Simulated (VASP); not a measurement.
Input of a VASP 6.6.1 run:

Contents of INCAR:

```
ALGO = Normal
EDIFF = 1E-6
ENCUT = 1000
GGA = PE
GGA_COMPAT = False
ISIF = 2
ISMEAR = -1
IVDW = 12
LASPH = True
LCHARG = True
LELF = True
LREAL = Auto
LVHAR = True
LWAVE = False
NBANDS = 43
NELM = 120
PREC = Accurate
SIGMA = 0.05
```

File KPOINTS:

```
k-points
0
Gamma
  1 1 1
```

Contents of POSCAR:

```
H4C2O
1.0
    6.8873110000      0.0000000000      0.0000000000
    0.0000000000      6.8873110000      0.0000000000
    0.0000000000      0.0000000000      6.8873110000
C H O
6 12 3
Direct
    0.1292298718      0.9476961211      0.0330586467
    0.6876420549      0.2204788313      0.8281960115
    0.8432372414      0.5246572381      0.3719945456
    0.2394840279      0.5157398261      0.6953989370
    0.6701144282      0.7398429108      0.8676155238
    0.6836593936      0.0168690692      0.3775715277
    0.2496786092      1.0190461035      0.1086967910
    0.0078081494      0.9301661791      0.1341949266
    0.1775927160      0.8053774334     -0.0189789199
    0.0832793505      1.0362148748     -0.0905946633
    0.7385689834      0.2153941271      0.9790279956
    0.5421132429      0.1573740663      0.8171025343
    0.7888007065      0.1391547543      0.7361489135
    0.6840566609      0.3720062763      0.7782601514
    0.8799928723      0.3702420480      0.3872738856
    0.8060899777      0.5853906541      0.5141615352
    0.7189446349      0.5396200193      0.2743771893
    0.9679806421      0.6032187710      0.3119901139
    0.1444587755      0.3893106986      0.7416902505
    0.5725428236      0.7392137617      1.0005654592
    0.5200838370      0.0070089358      0.3956306448
```

Potentials or basis: VASP PAW PBE potentials, release 64 (C_h, H_h, O_h).

Command:

```sh
$ cat potpaw_PBE.64/C_h/POTCAR potpaw_PBE.64/H_h/POTCAR potpaw_PBE.64/O_h/POTCAR > POTCAR
$ mpirun -np 1 vasp_gam > vasp.out
```

**Question.** What does it give for the largest force?

**Answer.** 0.088 eV/Å.

**Question.** Predict the dispersion energy per atom.

**Answer.** -0.036 eV.

**Question.** Predict the pressure.

**Answer.** -0.1 GPa.

Forces on the atoms (eV/Å):
```
C    0.030  0.010  0.019
C    0.042  0.030  0.002
C   -0.001  0.018 -0.008
C    0.022  0.019 -0.029
C   -0.050 -0.012  0.067
C    0.001  0.005 -0.009
H   -0.027 -0.009 -0.013
H    0.008  0.013 -0.001
H   -0.029  0.009  0.010
H    0.014 -0.001  0.003
H   -0.013 -0.012 -0.017
H   -0.013  0.008  0.018
H   -0.011 -0.005  0.030
H    0.007 -0.033 -0.006
H   -0.008 -0.005  0.011
H    0.002 -0.007 -0.001
H   -0.021 -0.001 -0.002
H   -0.007 -0.005 -0.016
O    0.008 -0.011  0.011
O    0.056 -0.002 -0.068
O   -0.007 -0.007 -0.001
```

Caveat: the k points lie up to 0.91 Å⁻¹ apart, too coarse for converged energies, forces and pressures.
